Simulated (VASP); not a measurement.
Set up this calculation in VASP 6.6.1, as the native input.

```
Task                               : single point
Functional                         : HSE06
Potentials or basis                : VASP PAW PBE potentials, release 64 (Au)
Cutoff                             : 520 eV
k mesh                             : 5 × 5 × 5
Occupations                        : fermi-dirac, width 0.05 eV
Spin                               : no spin polarisation
Dipole correction                  : no
Grid for exact exchange (PRECFOCK) : Normal
Further INCAR settings             : ALGO = Normal; EDIFF = 1e-07; NBANDS = 12
Screening parameter                : 0.2079 1/Å
```

Crystal: Au.

```
Au
1.0
     2.73698    0.00000    0.00000
     0.00000    2.73698    0.00000
     0.00000    0.00000    2.73698
Au
1
Cartesian
  1.3685 1.3685 1.3685
```

These files were run (other wordings do the same):

POSCAR

```
Au
1.0
    2.7369783549      0.0000000000      0.0000000000
    0.0000000000      2.7369783549      0.0000000000
    0.0000000000      0.0000000000      2.7369783549
Au
1
Direct
    0.5000000000      0.5000000000      0.5000000000
```

INCAR.step1

```
ALGO = Normal
EDIFF = 1E-5
ENCUT = 520
GGA = PE
ISIF = 2
ISMEAR = -1
LASPH = True
LCHARG = False
LREAL = False
LWAVE = True
NBANDS = 12
NELM = 100
PREC = Accurate
SIGMA = 0.05
```

INCAR.step2

```
ALGO = Normal
EDIFF = 1E-7
ENCUT = 520
GGA = PE
HFSCREEN = 0.2079
ISIF = 2
ISMEAR = -1
ISTART = 1
LASPH = True
LCHARG = False
LHFCALC = True
LREAL = False
LWAVE = False
NBANDS = 12
NELM = 100
PREC = Accurate
PRECFOCK = Normal
SIGMA = 0.05
```

KPOINTS

```
k-points
0
Gamma
  5 5 5
```

Potentials or basis: VASP PAW PBE potentials, release 64 (Au).

Run with:

```console
$ cat potpaw_PBE.64/Au/POTCAR > POTCAR
$ cp INCAR.step1 INCAR
$ mpirun -np 1 vasp_std > vasp.out
$ cp INCAR.step2 INCAR
$ mpirun -np 1 vasp_std > vasp.out
```

Results of the run:

```yaml
Pressure: 0.0 GPa
```

Caveat: the k points lie up to 0.46 Å⁻¹ apart; the PAW data sets were made with another functional, which shifts forces and pressure a little.

Wall time 2.8 min on 1 thread of Intel(R) Xeon(R) Platinum 8375C CPU @ 2.90GHz (Ice Lake) (shared host), peak memory 0.22 GiB.
